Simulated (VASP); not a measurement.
# Ti4Ru (P6/mmm) in VASP: single point with PBE

Aim: the single point of Ti4Ru with PBE.

Program: VASP 6.6.1. These are calculated values, not measurements. Logs are shortened: lines on timing, memory, paths and dates and some standing lists are left out, and cuts for length are marked.

## 1. The cell of the first run

The structure is hexagonal, space group P6/mmm (No. 191). Conventional cell: a = 4.305 Å, b = 4.305 Å, c = 7.295 Å, α = 90.00°, β = 90.00°, γ = 120.00°. Within 3.3 Å of Ti (site symmetry -6m2) lie 9 Ti at 2.49 to 2.87 Å. Within 2.9 Å of Ti (site symmetry 6mm) lie 1 Ru at 2.20 Å and 7 Ti at 2.87 to 2.89 Å. Within 2.9 Å of Ru (site symmetry 6/mmm) lie 2 Ti at 2.20 Å.

The cell was generated, and may not be a known phase.

## 2. Single point, PBE, collinear spin, ferromagnetic start

INCAR reads:

```
SYSTEM = Ti4Ru
PREC     = Accurate       ! precision mode
ENCUT    = 520            ! plane-wave cutoff, eV
EDIFF    = 1E-6           ! SCF threshold, eV
ISMEAR   = 0              ! smearing method
SIGMA    = 0.1            ! smearing width, eV
LREAL    = .FALSE.        ! projectors in reciprocal space
LASPH    = .TRUE.         ! aspherical terms in the spheres
NELM     = 150            ! most SCF steps
ALGO     = Normal         ! electronic algorithm
ISIF     = 2              ! what is computed and relaxed
LWAVE    = .FALSE.        ! write WAVECAR
LCHARG   = .FALSE.        ! write CHGCAR
ISPIN    = 2              ! spin polarisation
MAGMOM   = 0 0 0 0 0.41   ! initial moments
LORBIT   = 11             ! projections on sites
LMAXMIX  = 4              ! l up to which the mixer works
GGA      = PE             ! functional
NBANDS   = 43             ! bands
KPAR     = 4
```

KPOINTS reads:

```
Automatic mesh
0
G
  12 12 6
  0 0 0
```

POSCAR reads:

```
Ti4Ru
1.0
    4.3049407550      0.0000000000      0.0000000000
   -2.1524703775      3.7281880556      0.0000000000
    0.0000000000      0.0000000000      7.2947576089
Ti Ru
4 1
Direct
    0.3333333333      0.6666666667      0.5000000000
    0.6666666667      0.3333333333      0.5000000000
    0.0000000000      0.0000000000      0.6980855422
    0.0000000000      0.0000000000      0.3019144578
    0.0000000000      0.0000000000      0.0000000000
```

Potentials or basis: VASP PAW PBE potentials, release 64 (Ti_sv, Ru_pv).

The run is started by

```
$ cat potpaw_PBE.64/Ti_sv/POTCAR potpaw_PBE.64/Ru_pv/POTCAR > POTCAR
$ mpirun -np 4 vasp_std > vasp.out
```

OUTCAR:

```text
SYSTEM = Ti4Ru
   PREC = Accurate
   ENCUT = 520
   EDIFF = 1E-6
   ISMEAR = 0
   LREAL = .FALSE.
   LASPH = .TRUE.
   NELM = 150
   ISIF = 2
   ISPIN = 2
   LORBIT = 11
   GGA = PE

 ion  position               nearest neighbor table
   1  0.333  0.667  0.500-   2 2.49   2 2.49   2 2.49   4 2.87   3 2.87   4 2.87   3 2.87   4 2.87
                             3 2.87
   2  0.667  0.333  0.500-   1 2.49   1 2.49   1 2.49   4 2.87   3 2.87   3 2.87   4 2.87   3 2.87
                             4 2.87
   3  0.000  0.000  0.698-   5 2.20   2 2.87   1 2.87   1 2.87   2 2.87   2 2.87   1 2.87   4 2.89

   4  0.000  0.000  0.302-   5 2.20   2 2.87   1 2.87   1 2.87   2 2.87   2 2.87   1 2.87   3 2.89

   5  0.000  0.000  0.000-   3 2.20   4 2.20

  LATTYP: Found a hexagonal cell.
 ALAT       =     4.3049407550
 C/A-ratio  =     1.6945082462

  Lattice vectors:

 A1 = (   4.3049407550,   0.0000000000,   0.0000000000)
 A2 = (  -2.1524703775,   3.7281880556,   0.0000000000)
 A3 = (   0.0000000000,   0.0000000000,   7.2947576089)

Analysis of symmetry for initial positions (statically):
=====================================================================
 Subroutine PRICEL returns:
 Original cell was already a primitive cell.

 Routine SETGRP: Setting up the symmetry group for a
 hexagonal supercell.

 Subroutine GETGRP returns: Found 24 space group operations
 (whereof 24 operations were pure point group operations)
 out of a pool of 24 trial point group operations.

The static configuration has the point symmetry D_6h.

Analysis of symmetry for dynamics (positions and initial velocities):
=====================================================================
 Subroutine PRICEL returns:
 Original cell was already a primitive cell.

 Routine SETGRP: Setting up the symmetry group for a
 hexagonal supercell.

 Subroutine GETGRP returns: Found 24 space group operations
 (whereof 24 operations were pure point group operations)
 out of a pool of 24 trial point group operations.

The dynamic configuration has the point symmetry D_6h.

Analysis of structural, dynamic, and magnetic symmetry:
=====================================================================
 Subroutine PRICEL returns:
 Original cell was already a primitive cell.

 Routine SETGRP: Setting up the symmetry group for a
 hexagonal supercell.

 Subroutine GETGRP returns: Found 24 space group operations
 (whereof 24 operations were pure point group operations)
 out of a pool of 24 trial point group operations.
[... 136 lines left out ...]
   LEPSILON=     F    determine dielectric tensor
   LRPA    =     F    only Hartree local field effects (RPA)
 spin polarized calculation
 Gauss-broadening in eV      SIGMA  =   0.10
  energy-cutoff  :      520.00
  volume of cell :      117.08
 maximum number of plane-waves:      3180
   NGX = 17   NGY = 17   NGZ = 27

 number of electron      61.9999997 magnetization       0.3787795

 Free energy of the ion-electron system (eV)
  ---------------------------------------------------
  ext. energy  EPLUGINS =         0.00000000
  ---------------------------------------------------
  free energy    TOTEN  =       -34.30482764 eV

  energy without entropy =      -34.27065368  energy(sigma->0) =      -34.28774066

 E-fermi :   4.9520     XC(G=0):  -9.8537

 val. band max:        4.9493614286   @ k =   0.1667   0.1667   0.1667
 cond. band min:       4.9580268240   @ k =   0.3333   0.2500   0.5000
 fundamental gap:      0.0086653955
 Fermi energy:         4.9519915914

 spin component 1

 k-point     1 :       0.0000    0.0000    0.0000
  band No.  band energies     occupation
      1     -51.8509      1.00000
      2     -51.8318      1.00000
      3     -51.3977      1.00000
      4     -51.0738      1.00000
      5     -37.4198      1.00000
      6     -36.7314      1.00000
[... 1093 lines left out ...]
     42       7.9961      0.00000
     43       8.2350      0.00000

 [... further k-points ...]

 spin component 2

 k-point     1 :       0.0000    0.0000    0.0000
  band No.  band energies     occupation
      1     -51.8908      1.00000
      2     -51.8729      1.00000
      3     -51.3766      1.00000
      4     -51.0515      1.00000
      5     -37.2868      1.00000
      6     -36.3826      1.00000
[... 1093 lines left out ...]
     42       7.9952      0.00000
     43       8.2583      0.00000

 [... further k-points ...]

------------------------ aborting loop because EDIFF is reached ----------------------------------------

  FORCE on cell =-STRESS in cart. coord.  units (eV):
  Direction    XX          YY          ZZ          XY          YZ          ZX
  --------------------------------------------------------------------------------------
  -------------------------------------------------------------------------------------
  Total       -0.1920650     -0.1920650      0.4131862      0.0000000      0.0000000     -0.0000000
  in kB       -2.6283480     -2.6283480      5.6543224      0.0000000      0.0000000     -0.0000000
  external PRESSURE =       0.1325422 kB  Pullay stress =       0.0000000 kB

 VOLUME and BASIS-vectors are now :
 -----------------------------------------------------------------------------
  energy-cutoff  :      520.00
  volume of cell :      117.08
      direct lattice vectors                 reciprocal lattice vectors
     4.304940755  0.000000000  0.000000000     0.232291234  0.134113406  0.000000000
    -2.152470377  3.728188056  0.000000000     0.000000000  0.268226813  0.000000000
     0.000000000  0.000000000  7.294757609     0.000000000  0.000000000  0.137084747

 POSITION                                       TOTAL-FORCE (eV/Angst)
 -----------------------------------------------------------------------------------
     -0.00000      2.48546      3.64738         0.000000     -0.000000      0.000000
      2.15247      1.24273      3.64738        -0.000000     -0.000000      0.000000
      0.00000      0.00000      5.09236        -0.000000      0.000000     -0.158066
      0.00000      0.00000      2.20239         0.000000      0.000000      0.158066
      0.00000      0.00000      0.00000         0.000000      0.000000      0.000000
 -----------------------------------------------------------------------------------
    total drift:                                0.000000     -0.000000      0.000000

  FREE ENERGIE OF THE ION-ELECTRON SYSTEM (eV)
  ---------------------------------------------------
  free  energy   TOTEN  =       -34.3048276373 eV

  energy  without entropy=      -34.2706536807  energy(sigma->0) =      -34.28774066

 total charge

# of ion       s       p       d       tot
------------------------------------------
    1        2.288   6.077   2.098  10.463
    2        2.288   6.077   2.098  10.463
    3        2.250   6.110   1.981  10.341
    4        2.250   6.110   1.981  10.341
    5        0.206   6.026   6.473  12.705
--------------------------------------------------
tot          9.281  30.401  14.632  54.314

 magnetization (x)

# of ion       s       p       d       tot
------------------------------------------
    1        0.002   0.001   0.024   0.026
    2        0.002   0.001   0.024   0.026
    3       -0.001   0.000  -0.043  -0.044
    4       -0.001   0.000  -0.043  -0.044
    5        0.002   0.001   0.376   0.379
--------------------------------------------------
tot          0.004   0.004   0.337   0.345
```

OSZICAR:

```text
N       E                     dE             d eps       ncg     rms          rms(c)
DAV:   1     0.876042309078E+03    0.87604E+03   -0.31672E+04 13072   0.165E+03
DAV:   2     0.625926518708E+02   -0.81345E+03   -0.79033E+03 13185   0.540E+02
DAV:   3    -0.246886129691E+02   -0.87281E+02   -0.82119E+02 20591   0.158E+02
[... 12 lines left out ...]
DAV:  16    -0.343048098120E+02   -0.49414E-05   -0.38592E-05 19032   0.346E-02    0.175E-02
DAV:  17    -0.343048161786E+02   -0.63667E-05   -0.12908E-05 16946   0.162E-02    0.143E-02
DAV:  18    -0.343048208639E+02   -0.46853E-05   -0.14217E-05 14330   0.130E-02    0.923E-03
DAV:  19    -0.343048248769E+02   -0.40130E-05   -0.19940E-05 15942   0.141E-02    0.513E-03
DAV:  20    -0.343048269093E+02   -0.20324E-05   -0.11074E-05 14912   0.101E-02    0.290E-03
DAV:  21    -0.343048276373E+02   -0.72793E-06   -0.52978E-06 11871   0.704E-03
   1 F= -.34304828E+02 E0= -.34287741E+02  d E =-.341740E-01  mag=     0.3790
```

stdout:

```text
POSCAR found type information on POSCAR TiRu
 POSCAR found :  2 types and       5 ions
 scaLAPACK will be used
 LDA part: xc-table for (Slater+PW92), standard interpolation
 POSCAR, INCAR and KPOINTS ok, starting setup
 FFT: planning ... GRIDC
 FFT: planning ... GRID_SOFT
 FFT: planning ... GRID
 WAVECAR not read
 entering main loop
```

Wall time 7.2 min (4 MPI ranks of Oxide Virtual Turin-like, shared host); peak memory 0.63 GiB.

What came out:

| Property | Result |
| --- | --- |
| Free energy | -34.3048 eV |
| Pressure | 0.0 GPa |
| Largest force | 0.158 eV/Å |
| Net moment | 0.38 μB per cell |
| Site moments | Ti +0.03, -0.04 (each value once); Ru +0.38 μB |
| Valence electrons inside the program's atomic spheres | Ti 10.46, 10.34 (each value once); Ru 12.71 |

Forces on the atoms (eV/Å):
```
Ti   0.000  0.000  0.000
Ti   0.000  0.000  0.000
Ti   0.000  0.000 -0.158
Ti   0.000  0.000  0.158
Ru   0.000  0.000  0.000
```

Caveat: a moment this small can come from the mesh or the smearing.
